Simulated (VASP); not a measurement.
# CdTe (Fm-3m) in VASP: a series of runs, part 2 of 2

VASP 6.6.1. Earlier steps stand in the parts before.

### 3 Vibrations by perturbation theory, LDA

This run uses another cell than the first one, of 28.48 Å³/atom.

The input, INCAR:

```
SYSTEM = CdTe
ALGO = Normal
EDIFF = 1E-8
ENCUT = 520
IBRION = 8
ISIF = 2
ISMEAR = -1
LASPH = .TRUE.
LCHARG = .FALSE.
LREAL = .FALSE.
LWAVE = .FALSE.
NELM = 100
NSW = 1
PREC = Accurate
SIGMA = 0.15
```

The input, KPOINTS:

```
k-points
0
G
  12 12 12
  0 0 0
```

The input, POSCAR:

```
CdTe
1.0
    0.0000000000      3.0540000000      3.0540000000
    3.0540000000      0.0000000000      3.0540000000
    3.0540000000      3.0540000000      0.0000000000
Cd Te
1 1
Direct
    0.0000000000      0.0000000000      0.0000000000
    0.5000000000      0.5000000000      0.5000000000
```

Potentials or basis: VASP PAW LDA potentials, release 64 (Cd, Te).

Run with:

```
cat potpaw_LDA.64/Cd/POTCAR potpaw_LDA.64/Te/POTCAR > POTCAR
mpirun -np 1 vasp_std > vasp.out
```

OUTCAR:

```text
SYSTEM = CdTe
   EDIFF = 1E-8
   ENCUT = 520
   IBRION = 8
   ISIF = 2
   ISMEAR = -1
   LASPH = .TRUE.
   LREAL = .FALSE.
   NELM = 100
   NSW = 1
   PREC = Accurate

 ion  position               nearest neighbor table
   1  0.000  0.000  0.000-   2 3.05   2 3.05   2 3.05   2 3.05   2 3.05   2 3.05
   2  0.500  0.500  0.500-   1 3.05   1 3.05   1 3.05   1 3.05   1 3.05   1 3.05

  LATTYP: Found a face centered cubic cell.
 ALAT       =     6.1080000000

  Lattice vectors:

 A1 = (   0.0000000000,   3.0540000000,   3.0540000000)
 A2 = (   3.0540000000,   0.0000000000,   3.0540000000)
 A3 = (   3.0540000000,   3.0540000000,   0.0000000000)

Analysis of symmetry for initial positions (statically):
=====================================================================
 Subroutine PRICEL returns:
 Original cell was already a primitive cell.

 Routine SETGRP: Setting up the symmetry group for a
 face centered cubic supercell.

 Subroutine GETGRP returns: Found 48 space group operations
 (whereof 48 operations were pure point group operations)
 out of a pool of 48 trial point group operations.

The static configuration has the point symmetry O_h .

Analysis of symmetry for dynamics (positions and initial velocities):
=====================================================================
 Subroutine PRICEL returns:
 Original cell was already a primitive cell.

 Routine SETGRP: Setting up the symmetry group for a
 face centered cubic supercell.

 Subroutine GETGRP returns: Found 48 space group operations
 (whereof 48 operations were pure point group operations)
 out of a pool of 48 trial point group operations.

The dynamic configuration has the point symmetry O_h .

 Subroutine INISYM returns: Found 48 space group operations
 (whereof 48 operations are pure point group operations),
 and found     1 'primitive' translations

----------------------------------------------------------------------------------------

                                     Primitive cell

  volume of cell :      56.9688

  direct lattice vectors                    reciprocal lattice vectors
     0.000000000  3.054000000  3.054000000    -0.163719712  0.163719712  0.163719712
     3.054000000  0.000000000  3.054000000     0.163719712 -0.163719712  0.163719712
     3.054000000  3.054000000  0.000000000     0.163719712  0.163719712 -0.163719712

  length of vectors
     4.319008219  4.319008219  4.319008219     0.283570859  0.283570859  0.283570859

  position of ions in fractional coordinates (direct lattice)
     0.000000000  0.000000000  0.000000000
     0.500000000  0.500000000  0.500000000

  ion indices of the primitive-cell ions
   primitive index   ion index
                 1           1
[... 138 lines left out ...]
      8       3.2753      1.93296
      9       3.2753      1.93296
     10       3.8836      0.66660
     11      10.8546      0.00000
     12      10.8546      0.00000
     13      10.8546      0.00000
[... 354 lines left out ...]
  band No.  band energies     occupation
      1      -6.8599      2.00000
      2      -4.6345      2.00000
      3      -4.5338      2.00000
      4      -4.4877      2.00000
      5      -4.3821      2.00000
      6      -4.3375      2.00000
      7      -1.1624      2.00000
      8       2.1445      1.99996
      9       3.2970      1.92293
     10       6.0057      0.00000
     11       7.9096      0.00000
     12       8.4379      0.00000
     13      10.5604      0.00000

 [... further k-points ...]

------------------------ aborting loop because EDIFF is reached ----------------------------------------

  FORCE on cell =-STRESS in cart. coord.  units (eV):
  Direction    XX          YY          ZZ          XY          YZ          ZX
  --------------------------------------------------------------------------------------
  -------------------------------------------------------------------------------------
  Total       -1.4465775     -1.4465775     -1.4465775      0.0000000     -0.0000000      0.0000000
  in kB      -40.6832079    -40.6832079    -40.6832079      0.0000000     -0.0000000      0.0000000
  external PRESSURE =     -40.6832079 kB  Pullay stress =       0.0000000 kB

 VOLUME and BASIS-vectors are now :
 -----------------------------------------------------------------------------
  energy-cutoff  :      520.00
  volume of cell :       56.97
      direct lattice vectors                 reciprocal lattice vectors
     0.000000000  3.054000000  3.054000000    -0.163719712  0.163719712  0.163719712
     3.054000000  0.000000000  3.054000000     0.163719712 -0.163719712  0.163719712
     3.054000000  3.054000000  0.000000000     0.163719712  0.163719712 -0.163719712

 POSITION                                       TOTAL-FORCE (eV/Angst)
 -----------------------------------------------------------------------------------
      0.00000      0.00000      0.00000         0.000000     -0.000000     -0.000000
      3.05400      3.05400      3.05400        -0.000000      0.000000      0.000000
 -----------------------------------------------------------------------------------
    total drift:                                0.000000     -0.000000     -0.000000

  FREE ENERGIE OF THE ION-ELECTRON SYSTEM (eV)
  ---------------------------------------------------
  free  energy   TOTEN  =        -5.7996782311 eV

  energy  without entropy=       -5.7408125491  energy(sigma->0) =       -5.77024539

[... ionic steps 2 to 3 ...]

--------------------------------------- Ionic step        4  -------------------------------------------

------------------------ aborting loop because EDIFF is reached ----------------------------------------

[... ionic steps 5 to 6 ...]

--------------------------------------- Ionic step        7  -------------------------------------------

 Free energy of the ion-electron system (eV)
  ---------------------------------------------------
  ---------------------------------------------------
  free energy    TOTEN  =        -0.04769896 eV

  energy without entropy =       -0.04769894

------------------------ aborting loop because EDIFF is reached ----------------------------------------

 INTERNAL STRAIN TENSOR  FOR ION    2  DIRECTION 1   (eV/Angst):
 -----------------------------------------------------------------------------
    -0.03248  0.00000 -0.00000
    -0.00000  0.02862  0.00000
     0.00000  0.00000  0.02862

 INTERNAL STRAIN TENSOR FOR ION    2 for displacements in x,y,z  (eV/Angst):
          X           Y           Z          XY          YZ          ZX
  --------------------------------------------------------------------------------
  x     0.00000     0.00000     0.00000     0.00000     0.00000     0.00000
  y     0.00000     0.00000     0.00000     0.00000     0.00000     0.00000
  z     0.00000     0.00000     0.00000     0.00000     0.00000     0.00000

 SECOND DERIVATIVES (NOT SYMMETRIZED)
 ------------------------------------
               1X          1Y          1Z          2X          2Y          2Z
  1X    -0.827722    0.000000    0.000000    0.827722    0.000000    0.000000
  1Y     0.000000   -0.827722    0.000000    0.000000    0.827722    0.000000
  1Z     0.000000    0.000000   -0.827722    0.000000    0.000000    0.827722
  2X     0.808287    0.000000    0.000000   -0.808287    0.000000    0.000000
  2Y     0.000000    0.808287    0.000000    0.000000   -0.808287    0.000000
  2Z     0.000000    0.000000    0.808287    0.000000    0.000000   -0.808287

 Eigenvectors and eigenvalues of the dynamical matrix
 ----------------------------------------------------

   1 f  =    1.829722 THz    11.496482 2PiTHz   61.032954 cm-1     7.567118 meV
             X         Y         Z           dx          dy          dz
      0.000000  0.000000  0.000000     0.173566    0.712338    0.000000
      3.054000  3.054000  3.054000    -0.160985   -0.660706    0.000000
[... 21 lines left out ...]
   6 f/i=    0.010838 THz     0.068096 2PiTHz    0.361511 cm-1     0.044822 meV
             X         Y         Z           dx          dy          dz
      0.000000  0.000000  0.000000    -0.064666    0.083604    0.671772
      3.054000  3.054000  3.054000    -0.069719    0.090137    0.724269

--------------------------------------------------------------------------------------------------------

 ELASTIC MODULI CONTR FROM IONIC RELAXATION (kBar)
 Direction    XX          YY          ZZ          XY          YZ          ZX
 --------------------------------------------------------------------------------
 XX           0.0000      0.0000      0.0000      0.0000      0.0000      0.0000
 YY           0.0000      0.0000      0.0000      0.0000      0.0000      0.0000
 ZZ           0.0000      0.0000      0.0000      0.0000      0.0000      0.0000
 XY           0.0000      0.0000      0.0000      0.0000      0.0000      0.0000
 YZ           0.0000      0.0000      0.0000      0.0000      0.0000      0.0000
 ZX           0.0000      0.0000      0.0000      0.0000      0.0000      0.0000
 --------------------------------------------------------------------------------
```

OSZICAR:

```text
N       E                     dE             d eps       ncg     rms          rms(c)
DAV:   1     0.102750715927E+03    0.10275E+03   -0.84866E+03  1888   0.122E+03
DAV:   2    -0.204602018087E+01   -0.10480E+03   -0.10042E+03  2137   0.283E+02
[... 39 lines left out ...]
RMM:   7    -0.476995261134E-01   -0.58876E-06   -0.16223E-08  6678   0.289E-04    0.183E-04
RMM:   8    -0.476990212075E-01    0.50491E-06   -0.14229E-08  6964   0.144E-04    0.255E-05
RMM:   9    -0.476989739312E-01    0.47276E-07   -0.11116E-09  7025   0.672E-05    0.155E-05
RMM:  10    -0.476989401020E-01    0.33829E-07   -0.48253E-08  6692   0.389E-05    0.342E-06
RMM:  11    -0.476989609236E-01   -0.20822E-07   -0.53890E-09  5452   0.344E-05    0.668E-07
RMM:  12    -0.476989553055E-01    0.56181E-08   -0.11530E-08  3524   0.329E-05    0.820E-07
 Linear response finished
```

It took 4.5 min on 1 thread of Intel Xeon 8259CL, shared host; peak memory 0.4 GiB.

What came out:

```yaml
Highest_phonon_frequency_at_Γ_LO-TO_splitting_left_out: 61 cm⁻¹
```

Phonon frequencies in cm⁻¹ (negative: imaginary):
```csv
q point,frequencies
"(0.000, 0.000, 0.000)",0 0 0 61 61 61
```

Caveat: the cell stands under pressure or tension, which shifts response properties; spin-orbit coupling is left out, which moves the levels of the heavy elements.

### 4 Vibrations by perturbation theory, LDA

This run uses another cell than the first one, of 21.64 Å³/atom.

The input, INCAR:

```
PREC = Accurate
ENCUT = 520
EDIFF = 1E-8
ISMEAR = -1
SIGMA = 0.15
LREAL = F
LASPH = T
NELM = 100
ALGO = Normal
ISIF = 2
LWAVE = F
LCHARG = F
GGA = CA
NBANDS = 16
IBRION = 8
NSW = 1
```

The input, KPOINTS:

```
regular mesh
0
Gamma
  14 14 14
```

The input, POSCAR:

```
CdTe
1.0
    0.0000000000      2.7866000000      2.7866000000
    2.7866000000      0.0000000000      2.7866000000
    2.7866000000      2.7866000000      0.0000000000
Cd Te
1 1
Direct
    0.0000000000      0.0000000000      0.0000000000
    0.5000000000      0.5000000000      0.5000000000
```

Potentials or basis: VASP PAW LDA potentials, release 64 (Cd, Te).

Run with:

```
cat potpaw_LDA.64/Cd/POTCAR potpaw_LDA.64/Te/POTCAR > POTCAR
mpirun -np 1 vasp_std > vasp.out
```

OUTCAR:

```text
PREC = Accurate
   ENCUT = 520
   EDIFF = 1E-8
   ISMEAR = -1
   LREAL = F
   LASPH = T
   NELM = 100
   ISIF = 2
   GGA = CA
   IBRION = 8
   NSW = 1

 ion  position               nearest neighbor table
   1  0.000  0.000  0.000-   2 2.79   2 2.79   2 2.79   2 2.79   2 2.79   2 2.79
   2  0.500  0.500  0.500-   1 2.79   1 2.79   1 2.79   1 2.79   1 2.79   1 2.79

  LATTYP: Found a face centered cubic cell.
 ALAT       =     5.5732000000

  Lattice vectors:

 A1 = (   0.0000000000,   2.7866000000,   2.7866000000)
 A2 = (   2.7866000000,   0.0000000000,   2.7866000000)
 A3 = (   2.7866000000,   2.7866000000,   0.0000000000)

Analysis of symmetry for initial positions (statically):
=====================================================================
 Subroutine PRICEL returns:
 Original cell was already a primitive cell.

 Routine SETGRP: Setting up the symmetry group for a
 face centered cubic supercell.

 Subroutine GETGRP returns: Found 48 space group operations
 (whereof 48 operations were pure point group operations)
 out of a pool of 48 trial point group operations.

The static configuration has the point symmetry O_h .

Analysis of symmetry for dynamics (positions and initial velocities):
=====================================================================
 Subroutine PRICEL returns:
 Original cell was already a primitive cell.

 Routine SETGRP: Setting up the symmetry group for a
 face centered cubic supercell.

 Subroutine GETGRP returns: Found 48 space group operations
 (whereof 48 operations were pure point group operations)
 out of a pool of 48 trial point group operations.

The dynamic configuration has the point symmetry O_h .

 Subroutine INISYM returns: Found 48 space group operations
[... 636 lines left out ...]
    total drift:                               -0.000000      0.000000      0.000000

  FREE ENERGIE OF THE ION-ELECTRON SYSTEM (eV)
  ---------------------------------------------------
  free  energy   TOTEN  =        -5.3947551405 eV

  energy  without entropy=       -5.3459838688  energy(sigma->0) =       -5.37036950

[... ionic steps 2 to 3 ...]

--------------------------------------- Ionic step        4  -------------------------------------------

------------------------ aborting loop because EDIFF is reached ----------------------------------------

[... ionic steps 5 to 6 ...]

--------------------------------------- Ionic step        7  -------------------------------------------

 Free energy of the ion-electron system (eV)
  ---------------------------------------------------
  ---------------------------------------------------
  free energy    TOTEN  =        -0.04559484 eV

  energy without entropy =       -0.04559482

------------------------ aborting loop because EDIFF is reached ----------------------------------------

 INTERNAL STRAIN TENSOR  FOR ION    2  DIRECTION 1   (eV/Angst):
 -----------------------------------------------------------------------------
    -0.04509  0.00000 -0.00000
     0.00000  0.03268  0.00000
    -0.00000  0.00000  0.03268

 INTERNAL STRAIN TENSOR FOR ION    2 for displacements in x,y,z  (eV/Angst):
          X           Y           Z          XY          YZ          ZX
  --------------------------------------------------------------------------------
  x     0.00000     0.00000     0.00000     0.00000     0.00000     0.00000
  y     0.00000     0.00000     0.00000     0.00000     0.00000     0.00000
  z     0.00000     0.00000     0.00000     0.00000     0.00000     0.00000

 SECOND DERIVATIVES (NOT SYMMETRIZED)
 ------------------------------------
               1X          1Y          1Z          2X          2Y          2Z
  1X    -5.644511    0.000000    0.000000    5.644511    0.000000    0.000000
  1Y     0.000000   -5.644511    0.000000    0.000000    5.644511    0.000000
  1Z     0.000000    0.000000   -5.644511    0.000000    0.000000    5.644511
  2X     5.639392    0.000000    0.000000   -5.639392    0.000000    0.000000
  2Y     0.000000    5.639392    0.000000    0.000000   -5.639392    0.000000
  2Z     0.000000    0.000000    5.639392    0.000000    0.000000   -5.639392

 Eigenvectors and eigenvalues of the dynamical matrix
 ----------------------------------------------------

   1 f  =    4.803496 THz    30.181258 2PiTHz  160.227392 cm-1    19.865656 meV
             X         Y         Z           dx          dy          dz
      0.000000  0.000000  0.000000     0.599744   -0.414941    0.000000
      2.786600  2.786600  2.786600    -0.562662    0.389285    0.000000
[... 21 lines left out ...]
   6 f/i=    0.001087 THz     0.006832 2PiTHz    0.036272 cm-1     0.004497 meV
             X         Y         Z           dx          dy          dz
      0.000000  0.000000  0.000000    -0.547641    0.396087    0.106475
      2.786600  2.786600  2.786600    -0.583732    0.422190    0.113492

--------------------------------------------------------------------------------------------------------

 ELASTIC MODULI CONTR FROM IONIC RELAXATION (kBar)
 Direction    XX          YY          ZZ          XY          YZ          ZX
 --------------------------------------------------------------------------------
 XX           0.0000      0.0000      0.0000      0.0000      0.0000      0.0000
 YY           0.0000      0.0000      0.0000      0.0000      0.0000      0.0000
 ZZ           0.0000      0.0000      0.0000      0.0000      0.0000      0.0000
 XY           0.0000      0.0000      0.0000      0.0000      0.0000      0.0000
 YZ           0.0000      0.0000      0.0000      0.0000      0.0000      0.0000
 ZX           0.0000      0.0000      0.0000      0.0000      0.0000      0.0000
 --------------------------------------------------------------------------------
```

stdout:

```text
POSCAR found type information on POSCAR CdTe
 POSCAR found :  2 types and       2 ions
 scaLAPACK will be used
 LDA part: xc-table for (Slater(with rela. corr.)+CA(PZ))
 , standard interpolation
 POSCAR, INCAR and KPOINTS ok, starting setup
 FFT: planning ... GRIDC
 FFT: planning ... GRID_SOFT
 FFT: planning ... GRID
 WAVECAR not read
 entering main loop
 Linear response reoptimize wavefunctions to high precision
 Linear response DOF=           2
 Linear response progress:
 first order change of Fermi-energy  -0.33433E-03
 force on displaced ion       1 direction 1 :  -5.645   0.000   0.000
 Linear response progress:
 first order change of Fermi-energy   0.10999E-02
 force on displaced ion       2 direction 1 :  -5.639   0.000   0.000
 Linear response finished
```

Wall time 8.5 min (1 thread of Intel Xeon 8259CL, shared host); peak memory 0.47 GiB.

Results:

| Property | Result |
| --- | --- |
| Highest phonon frequency at Γ, LO-TO splitting left out | 160 cm⁻¹ |

Phonon frequencies in cm⁻¹ (negative: imaginary):
| q point | frequencies |
| --- | --- |
| (0.000, 0.000, 0.000) | 0 0 0 160 160 160 |

Caveat: the cell stands under pressure or tension, which shifts response properties; spin-orbit coupling is left out, which moves the levels of the heavy elements.
